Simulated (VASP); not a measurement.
Input of a VASP 6.6.1 run:

File INCAR:

```
  PREC = Accurate
  ENCUT = 600
  EDIFF = 1E-6
  ISMEAR = -1
  SIGMA = 0.06122561905347299
  LREAL = F
  LASPH = T
  NELM = 120
  ALGO = Normal
  ISIF = 2
  LWAVE = F
  LCHARG = F
  GGA = PE
  NBANDS = 16
  GGA_COMPAT = F
```

Contents of KPOINTS:

```
Automatic mesh
0
Gamma
  39 39 39
```

The input POSCAR:

```
CdO
1.0
    0.0000000000      2.4151744359      2.4151744359
    2.4151744359      0.0000000000      2.4151744359
    2.4151744359      2.4151744359      0.0000000000
Cd O
1 1
Direct
    0.0000000000      0.0000000000      0.0000000000
    0.5000000000      0.5000000000      0.5000000000
```

Potentials or basis: VASP PAW PBE potentials, release 64 (Cd, O).

Launch:

```bash
$ cat potpaw_PBE.64/Cd/POTCAR potpaw_PBE.64/O/POTCAR > POTCAR
$ mpirun -np 1 vasp_std > vasp.out
```

Task: What does it give for the band gap on the k mesh?

Result: Zero (bands 9 and 10 overlap by 0.58 eV).

Task: Predict the pressure.

Result: -3.7 GPa.

Caveat: the cell stands under tension; semilocal functionals underestimate gaps, and a narrow one can read as zero.
